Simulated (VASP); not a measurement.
Here is a VASP 6.6.1 calculation.

File INCAR:

```
SYSTEM = LiF
ALGO = Normal
EDIFF = 1E-7
ENCUT = 520
GGA = PE
ISIF = 2
ISMEAR = -1
LASPH = .TRUE.
LCHARG = .FALSE.
LREAL = .FALSE.
LWAVE = .FALSE.
NBANDS = 12
NELM = 80
PREC = Accurate
SIGMA = 0.02
```

File KPOINTS:

```
k-points
0
G
  10 10 10
  0 0 0
```

Contents of POSCAR:

```
LiF
1.0
    0.0000000000      2.1446105480      2.1379622553
    2.1446105480      0.0000000000      2.1379622553
    2.1446105480      2.1446105480      0.0000000000
Li F
1 1
Direct
    0.0000000000      0.0000000000      0.0000000000
    0.2500000000      0.2500000000      0.2500000000
```

Potentials or basis: VASP PAW PBE potentials, release 64 (Li_sv, F).

Launch:

```console
$ cat potpaw_PBE.64/Li_sv/POTCAR potpaw_PBE.64/F/POTCAR > POTCAR
$ mpirun -np 1 vasp_std > vasp.out
```

Problem. Estimate the band gap on the k mesh.

Solution. 7.93 eV, direct.

Caveat: the cell differs from its parent crystal (uniaxial z strain -0.3%). A k mesh can miss the band edges.
